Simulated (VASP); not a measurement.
Set up this calculation in VASP 6.6.1, as the native input.

```
Task                   : relaxation of cell and atoms
Functional             : PBE
Potentials or basis    : VASP PAW PBE potentials, release 64 (Mg, H)
Cutoff                 : 600 eV
k mesh                 : 4 × 4 × 4
Occupations            : gaussian, width 0.1 eV
Spin                   : no spin polarisation
Dipole correction      : no
Further INCAR settings : ALGO = Normal; EDIFF = 1e-07; IBRION = 2; EDIFFG = -0.04; NSW = 90; ISIF = 3
```

The structure of MgH2 lies in POSCAR:

```
MgH2
1.0
    2.8979821800     -5.0896534600      0.0000000000
    2.8979821800      5.0896534600      0.0000000000
    0.0000000000      0.0000000000      5.4879925800
Mg H
4 8
Direct
    0.7500000000      0.2500000000      0.3554073800
    0.2500000000      0.7500000000      0.6445926200
    0.0000000000      0.0000000000      0.0000000000
    0.5000000000      0.5000000000      0.0000000000
    0.0000000000      0.5000000000      0.5000000000
    0.5000000000      0.0000000000      0.5000000000
    0.8750000000      0.1250000000      0.1777036900
    0.6250000000      0.3750000000      0.1777036900
    0.1250000000      0.8750000000      0.8222963100
    0.3750000000      0.6250000000      0.8222963100
    0.2500000000      0.2500000000      0.0000000000
    0.7500000000      0.7500000000      0.0000000000
```

These files were run (other wordings do the same):

INCAR

```
SYSTEM = MgH2
PREC     = Accurate       ! precision mode
ENCUT    = 600            ! plane-wave cutoff, eV
EDIFF    = 1E-7           ! SCF threshold, eV
ISMEAR   = 0              ! smearing method
SIGMA    = 0.1            ! smearing width, eV
LREAL    = .False.        ! projectors in reciprocal space
LASPH    = .True.         ! aspherical terms in the spheres
NELM     = 80             ! most SCF steps
ALGO     = Normal         ! electronic algorithm
ISIF     = 3              ! what is computed and relaxed
LWAVE    = .False.        ! write WAVECAR
LCHARG   = .False.        ! write CHGCAR
GGA      = PE             ! functional
IBRION   = 2              ! ionic algorithm
NSW      = 90             ! ionic steps
EDIFFG   = -0.04          ! ionic threshold
```

KPOINTS

```
regular mesh
0
Gamma
  4 4 4
  0 0 0
```

Potentials or basis: VASP PAW PBE potentials, release 64 (Mg, H).

Run with:

```console
$ cat potpaw_PBE.64/Mg/POTCAR potpaw_PBE.64/H/POTCAR > POTCAR
$ mpirun -np 1 vasp_std > vasp.out
```

Results of the run:

```json
{"Relaxed volume": "20.65 Å³/atom", "Relaxed cell": "a = 6.908 Å, b = 6.908 Å, c = 5.989 Å, α = 90.00°, β = 90.00°, γ = 119.90°", "Space group after relaxing (to 0.05 Å)": "Cmme (No. 67)", "Energy gained by relaxing": "376.2 meV/atom", "Ionic steps": "14", "Pressure after relaxing": "0.0 GPa", "Largest force after relaxing": "0.036 eV/Å", "Band gap on the k mesh": "2.74 eV, direct"}
```

Caveat: the volume moved by over 15 % at a fixed basis, so the end points are rough.

Wall time 6.1 min on 1 thread of Intel(R) Xeon(R) 6975P-C (Granite Rapids), on a shared host, peak memory 0.36 GiB.
